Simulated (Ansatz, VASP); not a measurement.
# Two plane-wave programs on ZnS

```
Zn S
1.0
     3.80672    0.00000    0.00000
    -1.90336    3.29672    0.00000
     0.00000    0.00000    6.24574
Zn S
2 2
Direct
  0.41045 0.70523 0.01994
  0.66667 0.33333 0.50539
  0.33333 0.66667 0.37961
  0.66667 0.33333 0.87961
```

Alike in both runs: task single point; functional r2SCAN; k mesh 6 × 6 × 4; occupations gaussian, width 0.05 eV; no spin polarisation.

|  | VASP | Ansatz |
| --- | --- | --- |
| version | VASP 6.6.1 | Ansatz 0.2.0 |
| potentials or method | VASP PAW PBE potentials, release 64 (Zn, S), cutoff 520 eV | scalar-relativistic, plane waves, PAW |
| valence electrons in the cell | 36 | 36 |

```tsv
	VASP	Ansatz	Ansatz less VASP
gap on the k mesh at the Fermi level (eV)	2.65	2.64	-0.009
least direct gap on the mesh (eV)	2.65	2.64	-0.009
pressure (GPa)	0.9	0.8	-0.06
traceless stress, the component that is largest in VASP (GPa)	-1.11	-1.12	-0.017
rms of the force components (eV/Å)	0.372	0.366	-0.0061
```

VASP's potentials were made for PBE, not for r2SCAN. Atom by atom the forces differ by 0.007 eV/Å (rms over components).
